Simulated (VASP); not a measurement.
# AlFe (Pm-3m) in VASP: further runs

The runs below take AlFe through single point, with PBE+D4.

Program: VASP 6.6.1. These are calculated values, not measurements. Logs are shortened: lines on timing, memory, paths and dates and some standing lists are left out, and cuts for length are marked.

**1. The cell of the first run**

It takes space group Pm-3m (No. 221, cubic). The conventional cell has a = 2.910 Å, b = 2.910 Å, c = 2.910 Å, α = 90.00°, β = 90.00°, γ = 90.00°. Al (site symmetry m-3m) has 8 Fe at 2.52 Å and 6 Al at 2.91 Å within 3.3 Å. Fe (site symmetry m-3m) has 8 Al at 2.52 Å and 6 Fe at 2.91 Å within 3.3 Å.

**2. Single point, PBE+D4**

INCAR reads:

```
SYSTEM = AlFe
PREC = Accurate
ENCUT = 520
EDIFF = 1E-6
ISMEAR = 1
SIGMA = 0.1
LREAL = .FALSE.
LASPH = .TRUE.
NELM = 100
ALGO = Normal
ISIF = 2
LWAVE = .FALSE.
LCHARG = .FALSE.
GGA = PE
IVDW = 13
NBANDS = 19
```

KPOINTS reads:

```
regular mesh
0
G
  10 5 10
  0 0 0
```

POSCAR reads:

```
AlFe
1.0
    2.9100000000      0.0000000000      0.0000000000
    0.0000000000      5.8200000000      0.0000000000
    0.0000000000      0.0000000000      2.9100000000
Al Fe
2 2
Direct
    0.0000000000      0.0000000000      0.0000000000
    0.0000000000      0.5000000000      0.0000000000
    0.5000000000      0.2500000000      0.5000000000
    0.5000000000      0.7500000000      0.5000000000
```

Potentials or basis: VASP PAW PBE potentials, release 64 (Al, Fe).

Run with:

```sh
$ cat potpaw_PBE.64/Al/POTCAR potpaw_PBE.64/Fe/POTCAR > POTCAR
$ mpirun -np 1 vasp_std > vasp.out
```

OUTCAR:

```text
SYSTEM = AlFe
   PREC = Accurate
   ENCUT = 520
   EDIFF = 1E-6
   ISMEAR = 1
   LREAL = .FALSE.
   LASPH = .TRUE.
   NELM = 100
   ISIF = 2
   GGA = PE
   IVDW = 13

 ion  position               nearest neighbor table
   1  0.000  0.000  0.000-   3 2.52   4 2.52   3 2.52   4 2.52   3 2.52   4 2.52   3 2.52   4 2.52
                             2 2.91   2 2.91
   2  0.000  0.500  0.000-   3 2.52   4 2.52   3 2.52   4 2.52   3 2.52   4 2.52   3 2.52   4 2.52
                             1 2.91   1 2.91
   3  0.500  0.250  0.500-   1 2.52   2 2.52   1 2.52   2 2.52   1 2.52   2 2.52   1 2.52   2 2.52
                             4 2.91   4 2.91
   4  0.500  0.750  0.500-   1 2.52   2 2.52   1 2.52   2 2.52   1 2.52   2 2.52   1 2.52   2 2.52
                             3 2.91   3 2.91

  LATTYP: Found a simple tetragonal cell.
 ALAT       =     2.9100000000
 C/A-ratio  =     2.0000000000

  Lattice vectors:

 A1 = (  -2.9100000000,   0.0000000000,   0.0000000000)
 A2 = (   0.0000000000,   0.0000000000,   2.9100000000)
 A3 = (   0.0000000000,   5.8200000000,   0.0000000000)

Analysis of symmetry for initial positions (statically):
=====================================================================
 Subroutine PRICEL returns following result:

  LATTYP: Found a simple cubic cell.
 ALAT       =     2.9100000000

  Lattice vectors:

 A1 = (   2.9100000000,   0.0000000000,   0.0000000000)
 A2 = (   0.0000000000,   2.9100000000,   0.0000000000)
 A3 = (   0.0000000000,   0.0000000000,   2.9100000000)

   2 primitive cells build up your supercell.

 Routine SETGRP: Setting up the symmetry group for a
 simple tetragonal supercell.

 Subroutine GETGRP returns: Found 16 space group operations
 (whereof 16 operations were pure point group operations)
 out of a pool of 16 trial point group operations.

The static configuration has the point symmetry D_4h.

Analysis of symmetry for dynamics (positions and initial velocities):
=====================================================================
 Subroutine PRICEL returns following result:

  LATTYP: Found a simple cubic cell.
 ALAT       =     2.9100000000

  Lattice vectors:

 A1 = (   2.9100000000,   0.0000000000,   0.0000000000)
 A2 = (   0.0000000000,   2.9100000000,   0.0000000000)
 A3 = (   0.0000000000,   0.0000000000,   2.9100000000)

   2 primitive cells build up your supercell.

 Routine SETGRP: Setting up the symmetry group for a
 simple tetragonal supercell.

 Subroutine GETGRP returns: Found 16 space group operations
 (whereof 16 operations were pure point group operations)
 out of a pool of 16 trial point group operations.

The dynamic configuration has the point symmetry D_4h.

 Subroutine INISYM returns: Found 16 space group operations
 (whereof 16 operations are pure point group operations),
 and found     2 'primitive' translations

----------------------------------------------------------------------------------------

                                     Primitive cell

  volume of cell :      24.6422

  direct lattice vectors                    reciprocal lattice vectors
     2.910000000  0.000000000  0.000000000     0.343642612  0.000000000  0.000000000
     0.000000000  2.910000000  0.000000000     0.000000000  0.343642612  0.000000000
     0.000000000  0.000000000  2.910000000     0.000000000  0.000000000  0.343642612

  length of vectors
     2.910000000  2.910000000  2.910000000     0.343642612  0.343642612  0.343642612

  position of ions in fractional coordinates (direct lattice)
     0.000000000  0.000000000  0.000000000
     0.500000000  0.500000000  0.500000000

  ion indices of the primitive-cell ions
   primitive index   ion index
                 1           1
                 2           3

----------------------------------------------------------------------------------------

 KPOINTS: regular mesh

Automatic generation of k-mesh.
 Grid dimensions read from file:
 generate k-points for:   10    5   10

 Generating k-lattice:

  Cartesian coordinates                     Fractional coordinates (reciprocal lattice)
     0.034364261  0.000000000  0.000000000     0.100000000  0.000000000  0.000000000
     0.000000000  0.034364261  0.000000000     0.000000000  0.200000000  0.000000000
     0.000000000  0.000000000  0.034364261     0.000000000  0.000000000  0.100000000

  Length of vectors
     0.034364261  0.034364261  0.034364261

  Shift w.r.t. Gamma in fractional coordinates (k-lattice)
     0.000000000  0.000000000  0.000000000

 Subroutine IBZKPT returns following result:
 ===========================================

 Found     63 irreducible k-points:

 Following reciprocal coordinates:
            Coordinates               Weight
  0.000000  0.000000  0.000000      1.000000
  0.100000  0.000000  0.000000      4.000000
  0.200000  0.000000  0.000000      4.000000
  0.300000  0.000000  0.000000      4.000000
  0.400000  0.000000  0.000000      4.000000
  0.500000  0.000000  0.000000      2.000000
[... 16 lines left out ...]
  0.500000  0.000000  0.100000      4.000000
  0.100000  0.200000  0.100000      8.000000
 [... further k-points ...]
   k-points           NKPTS =     63   k-points in BZ     NKDIM =     63   number of bands    NBANDS=     19
   number of dos      NEDOS =    301   number of ions     NIONS =      4
   total plane-waves  NPLWV =  27648
   dimension x,y,z NGX =    24 NGY =   48 NGZ =   24
   dimension x,y,z NGXF=    48 NGYF=   96 NGZF=   48
   ions per type =               2   2
   NGX,Y,Z   is equivalent  to a cutoff of  13.71, 13.71, 13.71 a.u.
   NGXF,Y,Z  is equivalent  to a cutoff of  27.42, 27.42, 27.42 a.u.
 SYSTEM =  AlFe
   PREC   = accura    normal or accurate (medium, high low for compatibility)
   ISTART =      0    job   : 0-new  1-cont  2-samecut
   ICHARG =      2    charge: 1-file 2-atom 10-const
   ISPIN  =      1    spin polarized calculation?
   LNONCOLLINEAR =      F non collinear calculations
   LSORBIT =      F    spin-orbit coupling
   LASPH  =      T    aspherical Exc in radial PAW
   ENCUT  =  520.0 eV  38.22 Ry    6.18 a.u.   5.41 10.82  5.41*2*pi/ulx,y,z
   NELM   =    100;   NELMIN=  2; NELMDL= -5     # of ELM steps
   EDIFF  = 0.1E-05   stopping-criterion for ELM
   LREAL  =      F    real-space projection
   EDIFFG = 0.1E-04   stopping-criterion for IOM
   NSW    =      0    number of steps for IOM
   IBRION =     -1    ionic relax: 0-MD 1-quasi-New 2-CG
   NFREE  =      0    steps in history (QN), initial steepest desc. (CG)
   ISIF   =      2    stress and relaxation
   ISYM   =      2    0-nonsym 1-usesym 2-fastsym
   POTIM  = 0.5000    time-step for ionic-motion
   TEBEG  =    0.0;   TEEND  =   0.0 temperature during run
   PSTRESS=    0.0 pullay stress
   NELECT =      22.0000    total number of electrons
   NUPDOWN=      -1.0000    fix difference up-down
   EMIN   =  10.00;   EMAX   =-10.00  energy-range for DOS
   EFERMI =   0.00;   METHOD = LEGACY
   ISMEAR =     1;   SIGMA  =   0.10  broadening in eV -4-tet -1-fermi 0-gaus
   EFERMI_NEDOS =   21; number of points for ismear=-14 and -15
   IALGO  =     38    algorithm
   IMIX   =      4    mixing-type and parameters
     AMIX     =   0.40;   BMIX     =  1.00
     AMIX_MAG =   1.60;   BMIX_MAG =  1.00
  volume/ion in A,a.u.               =      12.32        83.15
  Fermi-wavevector in a.u.,A,eV,Ry     =   1.251160  2.364349 21.298567  1.565401
  Thomas-Fermi vector in A             =   2.385120
   LORBIT       =      0    0 simple, 1 ext, 2 COOP (PROOUT), +10 PAW based schemes
   GGA     = PE    functional components
   LHFCALC =     F    Hartree Fock is set to
   AEXX    =    0.0000 exact exchange contribution
   IVDW    =    13    specifies the selected vdW correction
   LEPSILON=     F    determine dielectric tensor
   LRPA    =     F    only Hartree local field effects (RPA)
 non-spin polarized calculation
 Methfessel and Paxton  Order N= 1 SIGMA  =   0.10
  energy-cutoff  :      520.00
  volume of cell :       49.28
 maximum number of plane-waves:      1373
 NGX is ok and might be reduce to    24
   NGX = 11   NGY = 21   NGZ = 11

 number of electron      21.9999988 magnetization

 Free energy of the ion-electron system (eV)
  ---------------------------------------------------
  ext. energy  EPLUGINS =         0.00000000
  ---------------------------------------------------
  free energy    TOTEN  =       -25.18473923 eV

  energy without entropy =      -25.18419055  energy(sigma->0) =      -25.18455634

 E-fermi :   7.5265     XC(G=0): -11.9719

 val. band max:        7.5167586741   @ k =   0.5000   0.2000   0.2000
 cond. band min:       7.5386913851   @ k =   0.1000   0.0000   0.1000
 fundamental gap:      0.0219327111
 Fermi energy:         7.5264884862

 k-point     1 :       0.0000    0.0000    0.0000
  band No.  band energies     occupation
      1      -2.5610      2.00000
      2       1.4902      2.00000
      3       1.8019      2.00000
      4       5.4447      2.00000
      5       5.4447      2.00000
      6       6.0641      2.00000
[... 11 lines left out ...]
     18      16.7976      0.00000
     19      16.7976      0.00000

 k-point     2 :       0.1000    0.0000    0.0000
  band No.  band energies     occupation
      1      -2.3786      2.00000
      2       1.5937      2.00000
      3       1.9849      2.00000
      4       5.4147      2.00000
      5       5.4989      2.00000
      6       6.1097      2.00000
[... 11 lines left out ...]
     18      16.7553      0.00000
     19      17.1423      0.00000

 k-point     3 :       0.2000    0.0000    0.0000
  band No.  band energies     occupation
      1      -1.8379      2.00000
      2       1.8881      2.00000
      3       2.5205      2.00000
      4       5.2023      2.00000
      5       5.6451      2.00000
      6       6.2184      2.00000
[... 434 lines left out ...]
      1       1.5937      2.00000
      2       1.9850      2.00000
      3       3.0645      2.00000
      4       5.3352      2.00000
      5       5.3352      2.00000
      6       5.5640      2.00000
[... 11 lines left out ...]
     18      17.1423      0.00000
     19      18.7584      0.00000

 k-point    24 :       0.1000    0.2000    0.1000
  band No.  band energies     occupation
      1      -2.0178      2.00000
      2       0.5279      2.00000
      3       3.4180      2.00000
      4       5.4963      2.00000
      5       5.4963      2.00000
      6       6.0461      2.00000
[... 11 lines left out ...]
     18      16.0462      0.00000
     19      17.8285      0.00000

 [... further k-points ...]

------------------------ aborting loop because EDIFF is reached ----------------------------------------

  DFT-D4 for vdW energy calculation

  Edisp (eV):   -1.55001

  FORCE on cell =-STRESS in cart. coord.  units (eV):
  Direction    XX          YY          ZZ          XY          YZ          ZX
  --------------------------------------------------------------------------------------
  -------------------------------------------------------------------------------------
  Total      -3.65195    -3.65183    -3.65195    -0.00000     0.00000     0.00000
  in kB    -118.72061  -118.71672  -118.72061    -0.00000     0.00000     0.00000
  external pressure =     -118.72 kB  Pullay stress =        0.00 kB

 VOLUME and BASIS-vectors are now :
 -----------------------------------------------------------------------------
  energy-cutoff  :      520.00
  volume of cell :       49.28
      direct lattice vectors                 reciprocal lattice vectors
     2.910000000  0.000000000  0.000000000     0.343642612  0.000000000  0.000000000
     0.000000000  5.820000000  0.000000000     0.000000000  0.171821306  0.000000000
     0.000000000  0.000000000  2.910000000     0.000000000  0.000000000  0.343642612

 POSITION                                       TOTAL-FORCE (eV/Angst)
 -----------------------------------------------------------------------------------
      0.00000      0.00000      0.00000        -0.000000     -0.000000     -0.000000
      0.00000      2.91000      0.00000        -0.000000     -0.000000     -0.000000
      1.45500      1.45500      1.45500         0.000000     -0.000000      0.000000
      1.45500      4.36500      1.45500         0.000000      0.000000      0.000000
 -----------------------------------------------------------------------------------
    total drift:                                0.000000     -0.000000     -0.000000

  FREE ENERGIE OF THE ION-ELECTRON SYSTEM (eV)
  ---------------------------------------------------
  free  energy   TOTEN  =       -26.7347467820 eV

  energy  without entropy=      -26.7341980987  energy(sigma->0) =      -26.73456389
```

Run time: 19 s. Hardware: 1 thread of Intel Xeon 6975P-C (Granite Rapids), shared host; peak memory 0.2 GiB.

What came out:

- Free energy: -26.7347 eV
- Pressure: -11.9 GPa
- Band gap on the k mesh: zero (band 11 reaches 8.36 eV, above the bottom of band 12 at 7.05 eV)
- Dispersion energy per atom: -0.388 eV

Levels at points of the mesh, in eV from the Fermi level:
```
           k point  band 7  band 8  band 9  band 10  band 11  band 12  band 13  band 14  band 15  band 16
(0.00, 0.00, 0.00)   -0.81   -0.81    0.14     0.14     0.14     0.26     1.19     6.27     6.27     6.27
(0.50, 0.00, 0.00)   -1.46   -0.81   -0.81    -0.57    -0.57     0.26     0.79     1.19     3.36     4.15
(0.50, 0.00, 0.50)   -1.97   -0.57   -0.57     0.79     0.83     0.83     3.07     3.07     3.07     3.36
```

Caveat: pairwise dispersion overbinds metals, which lowers pressure and volume.

(Continued in part 2 of 2.)
